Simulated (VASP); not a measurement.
# SnTe (I4/mmm) in VASP: notebook, part 2 of 2

VASP 6.6.1. Earlier steps stand in the parts before.

## 3. Single point, PBEsol (in-plane strain -0.02)

File INCAR:

```
PREC = Accurate ; ENCUT = 520
EDIFF = 1E-6 ; ISMEAR = 0
SIGMA = 0.01 ; LREAL = F
LASPH = T ; NELM = 80
ALGO = Normal ; ISIF = 2
LWAVE = F ; LCHARG = F
GGA = PS ; NBANDS = 17
```

File KPOINTS:

```
regular mesh
0
Gamma
  10 10 10
```

File POSCAR:

```
SnTe
1.0
    3.0813506926      3.0813506926      0.0000000000
   -3.0813506926      3.0813506926      0.0000000000
    0.0000000000      3.0813506926      3.1819662254
Sn Te
1 1
Direct
    0.0000000000      0.0000000000      0.0000000000
    0.5000000000      0.5000000000      0.0000000000
```

Potentials or basis: VASP PAW PBE potentials, release 64 (Sn_d, Te).

Started as:

```bash
$ cat potpaw_PBE.64/Sn_d/POTCAR potpaw_PBE.64/Te/POTCAR > POTCAR
$ mpirun -np 1 vasp_std > vasp.out
```

It took 82 s on 1 thread of Intel Xeon Platinum 8259CL at 2.50GHz (Skylake/Cascade Lake), shared host; peak memory 0.26 GiB.

Results (log left out):

* Free energy: -8.3123 eV
* Pressure: 1.6 GPa
* Band gap on the k mesh: 0.31 eV (least direct gap 0.32 eV)

Stress tensor (GPa, compression positive):
```
 3.08  0.00  0.00
 0.00  3.08  0.00
 0.00  0.00 -1.46
```

Levels at points of the mesh, in eV from the valence-band top:
```
           k point  band 7  band 8  band 9  band 10  band 11  band 12  band 13  band 14
(0.00, 0.00, 0.00)   -4.44   -2.22   -2.22    -1.87     3.01     3.80     3.80     4.63
(0.50, 0.00, 0.00)   -8.44   -1.81   -1.71     0.00     0.32     0.40     0.49     7.90
(0.50, 0.50, 0.00)   -6.47   -5.76   -4.01    -3.64     2.06     4.74     5.61     6.93
(0.00, 0.00, 0.50)   -6.24   -5.69   -3.74    -3.74     2.14     5.31     5.31     6.42
```

Caveat: the cell differs from its parent crystal (in-plane strain -0.02); the PAW data sets were made with another functional, which shifts forces and pressure a little; spin-orbit coupling is left out, which moves the levels of the heavy elements.

## 4. Single point, PBEsol (in-plane strain -0.01, then relaxed in part)

File INCAR:

```
SYSTEM = SnTe
  ALGO = Normal
  EDIFF = 1E-7
  ENCUT = 520
  GGA = PS
  ISIF = 2
  ISMEAR = 0
  LASPH = .TRUE.
  LCHARG = .TRUE.
  LELF = .TRUE.
  LREAL = .FALSE.
  LVHAR = .TRUE.
  LWAVE = .FALSE.
  NBANDS = 17
  NELM = 100
  PREC = Accurate
  SIGMA = 0.01
```

File KPOINTS:

```
k-points
0
G
  10 10 10
  0 0 0
```

File POSCAR:

```
SnTe
1.0
    3.1127930466      3.1127930466      0.0000000000
   -3.1127930466      3.1127930466      0.0000000000
    0.0000000000      3.1127930466      3.1455923864
Sn Te
1 1
Direct
    0.0000000000      0.0000000000      0.0000000000
    0.5000000000      0.5000000000      0.0000000000
```

Started as:

```bash
$ cat potpaw_PBE.64/Sn_d/POTCAR potpaw_PBE.64/Te/POTCAR > POTCAR
$ mpirun -np 1 vasp_std > vasp.out
```

Wall time 2.4 min (1 thread of Intel Xeon Platinum 8259CL at 2.50GHz (Skylake/Cascade Lake), shared host); peak memory 0.27 GiB.

Results (log left out):

| Quantity | Value |
| --- | --- |
| Free energy | -8.3331 eV |
| Pressure | 1.0 GPa |
| Band gap on the k mesh | 0.23 eV |

Stress tensor (GPa, compression positive):
```
1.48 0.00 0.00
0.00 1.48 0.00
0.00 0.00 0.00
```

Levels at points of the mesh, in eV from the valence-band top:
| k point | band 6 | band 7 | band 8 | band 9 | band 10 | band 11 | band 12 | band 13 | band 14 | band 15 |
| --- | --- | --- | --- | --- | --- | --- | --- | --- | --- | --- |
| (0.00, 0.00, 0.00) | -12.94 | -4.53 | -2.17 | -2.17 | -2.05 | 3.29 | 3.55 | 3.55 | 4.69 | 4.77 |
| (0.50, 0.00, 0.00) | -11.59 | -8.43 | -1.80 | -1.77 | 0.00 | 0.23 | 0.36 | 0.40 | 7.83 | 8.86 |
| (0.50, 0.50, 0.00) | -11.24 | -6.47 | -5.72 | -3.87 | -3.75 | 2.06 | 4.96 | 5.24 | 6.69 | 9.17 |
| (0.00, 0.00, 0.50) | -11.30 | -6.39 | -5.70 | -3.78 | -3.78 | 2.09 | 5.15 | 5.15 | 6.53 | 9.19 |

Caveat: the cell differs from its parent crystal (in-plane strain -0.01, then relaxed in part); the PAW data sets were made with another functional, which shifts forces and pressure a little; spin-orbit coupling is left out, which moves the levels of the heavy elements. A k mesh can miss the band edges.

## 5. Single point, PBEsol (in-plane strain -0.01)

File INCAR:

```
PREC = Accurate
ENCUT = 520
EDIFF = 1E-7
ISMEAR = 0
SIGMA = 0.01
LREAL = F
LASPH = T
NELM = 60
ALGO = Normal
ISIF = 2
LWAVE = F
LCHARG = T
GGA = PS
LELF = T
LVHAR = T
NBANDS = 17
```

File KPOINTS:

```
regular mesh
0
Gamma
  10 10 10
```

POSCAR, as its differences from that of step 4:

```diff
@@ -4,3 +4,3 @@
    -3.1127930466      3.1127930466      0.0000000000
-    0.0000000000      3.1127930466      3.1455923864
+    0.0000000000      3.1127930466      3.1631008130
 Sn Te
```

Started as:

```bash
$ cat potpaw_PBE.64/Sn_d/POTCAR potpaw_PBE.64/Te/POTCAR > POTCAR
$ mpirun -np 1 vasp_std > vasp.out
```

Wall time 2 min (1 thread of Intel Xeon Platinum 8259CL at 2.50GHz (Skylake/Cascade Lake), shared host); peak memory 0.27 GiB.

Results (log left out):

```
Free energy            : -8.3324 eV
Pressure               : 0.7 GPa
Band gap on the k mesh : 0.22 eV
```

Stress tensor (GPa, compression positive):
```
 1.46  0.00  0.00
 0.00  1.46  0.00
 0.00  0.00 -0.74
```

Levels at points of the mesh, in eV from the valence-band top:
| k point | band 8 | band 9 | band 10 | band 11 | band 12 | band 13 |
| --- | --- | --- | --- | --- | --- | --- |
| (0.00, 0.00, 0.00) | -2.17 | -2.17 | -2.00 | 3.19 | 3.59 | 3.59 |
| (0.50, 0.00, 0.00) | -1.79 | -1.75 | 0.00 | 0.22 | 0.37 | 0.43 |
| (0.50, 0.50, 0.00) | -5.68 | -3.88 | -3.69 | 2.08 | 4.86 | 5.29 |
| (0.00, 0.00, 0.50) | -5.65 | -3.75 | -3.75 | 2.12 | 5.14 | 5.14 |

Caveat: the cell differs from its parent crystal (in-plane strain -0.01); the PAW data sets were made with another functional, which shifts forces and pressure a little; spin-orbit coupling is left out, which moves the levels of the heavy elements. A k mesh can miss the band edges.

## 6. The runs side by side

```tsv
cell	gap on the mesh (eV)	pressure (GPa)
a = 4.358, b = 4.358, c = 4.405 Å, angles 60.4, 60.4, 90.0°, 2 atoms	0.32	2.1
a = 4.358, b = 4.358, c = 4.429 Å, angles 60.5, 60.5, 90.0°, 2 atoms	0.31	1.6
a = 4.402, b = 4.402, c = 4.425 Å, angles 60.2, 60.2, 90.0°, 2 atoms	0.23	1.0
a = 4.402, b = 4.402, c = 4.438 Å, angles 60.3, 60.3, 90.0°, 2 atoms	0.22	0.7
```

Alike in all rows: task single point; level PBEsol; potentials or basis VASP PAW PBE potentials, release 64 (Sn_d, Te); no spin polarisation; k mesh 10 × 10 × 10; cutoff (eV) 520; smearing gaussian 0.01 eV.

Caveats: the PAW data sets were made with another functional, which shifts forces and pressure a little; spin-orbit coupling is left out, which moves the levels of the heavy elements.

Total energies depend on the potentials used, so only differences within one code and one set of settings carry meaning.
